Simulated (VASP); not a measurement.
Input of a VASP 6.6.1 run:

Contents of INCAR:

```
SYSTEM = CuI
ALGO     = Normal         ! electronic algorithm
EDIFF    = 1E-7           ! SCF threshold, eV
EDIFFG   = -0.01          ! ionic threshold
ENCUT    = 600            ! plane-wave cutoff, eV
GGA      = PE             ! functional
IBRION   = 2              ! ionic algorithm
ISIF     = 3              ! what is computed and relaxed
ISMEAR   = -1             ! smearing method
LASPH    = .True.         ! aspherical terms in the spheres
LCHARG   = .False.        ! write CHGCAR
LREAL    = .False.        ! projectors in reciprocal space
LWAVE    = .False.        ! write WAVECAR
NELM     = 80             ! most SCF steps
NSW      = 60             ! ionic steps
PREC     = Accurate       ! precision mode
SIGMA    = 0.05           ! smearing width, eV
```

KPOINTS

```
k-points
0
Gamma
  8 8 8
  0 0 0
```

Contents of POSCAR:

```
CuI
1.0
    0.0000000000      3.0315000000      3.0315000000
    3.0315000000      0.0000000000      3.0315000000
    3.0315000000      3.0315000000      0.0000000000
I Cu
1 1
Direct
    0.0000000000      0.0000000000      0.0000000000
    0.7500000000      0.7500000000      0.7500000000
```

Potentials or basis: VASP PAW PBE potentials, release 64 (I, Cu).

The run is started by

```console
$ cat potpaw_PBE.64/I/POTCAR potpaw_PBE.64/Cu/POTCAR > POTCAR
$ mpirun -np 1 vasp_std > vasp.out
```

Question: Predict the band gap on the k mesh.

Answer: 1.12 eV.

Question: What does it give for the relaxed cell?

Answer: a = 4.300 Å, b = 4.300 Å, c = 4.300 Å, α = 60.00°, β = 60.00°, γ = 60.00°.

Question: Estimate the relaxed volume.

Answer: 28.12 Å³/atom.

Final structure:
```xyz
2
Lattice="0.0000 3.0408 3.0408 3.0408 0.0000 3.0408 3.0408 3.0408 0.0000" Properties=species:S:1:pos:R:3 pbc="T T T"
I     3.0408    0.0000    3.0408
Cu    4.5611    4.5611    4.5611
```

Caveat: spin-orbit coupling is left out, which moves the levels of the heavy elements. As with any semilocal functional, this PBE gap is likely too small.
